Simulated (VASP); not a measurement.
A run of VASP 6.6.1 is set up as follows.

File INCAR:

```
PREC = Accurate
ENCUT = 520
EDIFF = 1E-6
ISMEAR = 0
SIGMA = 0.15
LREAL = False
LASPH = True
NELM = 100
ALGO = Normal
ISIF = 2
LWAVE = False
LCHARG = True
GGA = PS
LVHAR = True
NBANDS = 64
KPAR = 4
```

The input KPOINTS:

```
regular mesh
0
Gamma
  8 12 12
```

Contents of POSCAR:

```
MoS2
1.0
    0.0000000000      0.0000000000      6.1247114470
    3.1411847468      5.4406915776      0.0000000000
   -6.2823694938      0.0000000000      0.0000000000
Mo S
4 8
Direct
    0.5000000000      0.0000000000      0.5000000000
    0.5000000000      0.0000000000      0.0000000000
    0.5000000000      0.5000000000      0.5000000000
    0.5000000000      0.5000000000      0.0000000000
    0.1920806195      0.3333333333      0.6666666667
    0.2410625189      0.3333333333      0.1666666667
    0.2410625189      0.8333333333      0.6666666667
    0.2410625189      0.8333333333      0.1666666667
    0.7589374811      0.1666666667      0.3333333333
    0.7589374811      0.1666666667      0.8333333333
    0.7589374811      0.6666666667      0.3333333333
    0.7589374811      0.6666666667      0.8333333333
```

Potentials or basis: VASP PAW PBE potentials, release 64 (Mo_sv, S).

Launch:

```bash
$ cat potpaw_PBE.64/Mo_sv/POTCAR potpaw_PBE.64/S/POTCAR > POTCAR
$ mpirun -np 4 vasp_std > vasp.out
```

**Question.** Predict the largest force.

**Answer.** 2.654 eV/Å.

**Question.** What does it give for the pressure?

**Answer.** -2.7 GPa.

Forces in eV/Å, atoms in the order of the input:
```
Mo   0.000  0.632 -0.658
Mo   0.000  0.000 -0.143
Mo  -0.547 -0.316 -0.658
Mo   0.547 -0.316 -0.658
S    0.000  0.000  2.654
S    0.000 -0.045  0.060
S   -0.039  0.022  0.060
S    0.039  0.022  0.060
S   -0.048  0.028 -0.162
S    0.048  0.028 -0.162
S    0.000  0.000 -0.228
S    0.000 -0.056 -0.162
```

Caveat: the cell differs from its parent crystal (atom 5 (S) moved -0.300 Å along Cartesian [0 0 1]); the PAW data sets were made with another functional, which shifts forces and pressure a little.
